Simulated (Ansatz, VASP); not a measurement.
Two plane-wave programs on Ag

```
CELL_PARAMETERS angstrom
0.00000 2.00942 2.00942
2.00942 0.00000 2.00942
2.00942 2.00942 0.00000
ATOMIC_POSITIONS crystal
Ag 0.00000 0.00000 0.00000
```

Alike in both runs: task single point; functional PBE; k mesh 18 × 18 × 18; occupations gaussian, width 0.1 eV; no spin polarisation.

```csv
,VASP,Ansatz
version,VASP 6.6.1,Ansatz 0.2.0
potentials or method,"VASP PAW PBE potentials, release 64 (Ag), cutoff 520 eV","scalar-relativistic, plane waves, PAW"
valence electrons in the cell,11,19
```

```csv
,VASP,Ansatz,Ansatz less VASP
gap on the k mesh at the Fermi level (eV),none,none,-
pressure (GPa),11.2,11.4,+0.21
```

A gap of «none» marks a metal or a gap that the smearing closes. VASP's potentials hold 11 valence electrons a cell and Ansatz's 19, so a difference there can come from the potentials and not from the codes.
